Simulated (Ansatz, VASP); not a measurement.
Ru: VASP beside Ansatz

File INCAR:

```
ALGO = Fast
EDIFF = 1E-6
ENCUT = 520
GGA = PE
ISIF = 2
ISMEAR = 0
LASPH = True
LCHARG = False
LREAL = False
LWAVE = False
NBANDS = 21
NELM = 100
PREC = Accurate
SIGMA = 0.15
```

KPOINTS

```
k-points
0
Gamma
  21 21 12
```

The input POSCAR:

```
Ru
1.0
    2.7937381495      0.0000000000      0.0000000000
   -1.3968690748      2.4194482090      0.0000000000
    0.0000000000      0.0000000000      3.9092777926
Ru
2
Direct
    0.3333333333      0.6666666667      0.2500000000
    0.6666666667      0.3333333333      0.7500000000
```

Input for Ansatz:

```yaml
crystal:
  lattice:
    - [2.7937381495, 0.0, 0.0]
    - [-1.3968690748, 2.419448209, 0.0]
    - [0.0, 0.0, 3.9092777926]
  atoms:
    - { symbol: Ru, position: [0.3333333333, 0.6666666667, 0.25] }
    - { symbol: Ru, position: [0.6666666667, 0.3333333333, 0.75] }
basis:
  ecutwfc: 420
kpoints:
  mp_grid: { grid: [21, 21, 12] }
hamiltonian:
  xc: pbe
  pseudopotentials: { kind: paw, azcp: { folder: soft_1 } }
scf:
  occupations: { method: gaussian, width: 0.15 }
output:
  forces: true
  stress: true
  eigenvalues: true
```

Alike in both runs: task single point; functional PBE; k mesh 21 × 21 × 12; occupations gaussian, width 0.15 eV; no spin polarisation.

|  | VASP | Ansatz |
| --- | --- | --- |
| version | VASP 6.6.1 | Ansatz 0.2.0 |
| potentials or method | VASP PAW PBE potentials, release 64 (Ru_pv), cutoff 520 eV | scalar-relativistic, plane waves, PAW |
| valence electrons in the cell | 28 | 32 |

|  | VASP | Ansatz | Ansatz less VASP |
| --- | --- | --- | --- |
| gap on the k mesh at the Fermi level (eV) | none | none | - |
| pressure (GPa) | 21.5 | 21.4 | -0.04 |
| traceless stress, the component that is largest in VASP (GPa) | 35.96 | 35.97 | +0.008 |

A gap of «none» marks a metal or a gap that the smearing closes. VASP's potentials hold 28 valence electrons a cell and Ansatz's 32, so a difference there can come from the potentials and not from the codes.
